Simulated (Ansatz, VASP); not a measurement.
# TiC in VASP and in Ansatz

```xyz
2
Lattice="0.0000 2.1657 2.1657 2.1657 0.0000 2.1657 2.1657 2.1657 0.0000" Properties=species:S:1:pos:R:3 pbc="T T T"
Ti    0.0000    0.0000    0.0000
C     2.1657    2.1657    2.1657
```

Alike in both runs: task relaxation of cell and atoms; functional PBE; dispersion D3(BJ); k mesh 11 × 11 × 11; occupations fermi-dirac, width 0.05 eV; no spin polarisation.

```csv
,VASP,Ansatz
version,VASP 6.6.1,Ansatz 0.2.0
potentials or method,"VASP PAW PBE potentials, release 64 (Ti_sv, C)",Ansatz PAW
plane-wave cutoff (eV),600,420
valence electrons in the cell,16,16
```

VASP gave:

- gap on the k mesh at the Fermi level, each at its own relaxed structure (eV): none
- relaxed volume (Å³/atom): 9.88
- relaxed cell length with the largest relative difference (Å): 3.035

Task: Estimate Ansatz's values.

Result: gap on the k mesh at the Fermi level, each at its own relaxed structure (eV): none; relaxed volume (Å³/atom): 9.88; relaxed cell length with the largest relative difference (Å): 3.034.

A gap of «none» marks a metal or a gap that the smearing closes.

Noted on Ansatz's run: the plane-wave basis is chosen anew once the cell has moved, so the energies of steps on either side of that aren't comparable.
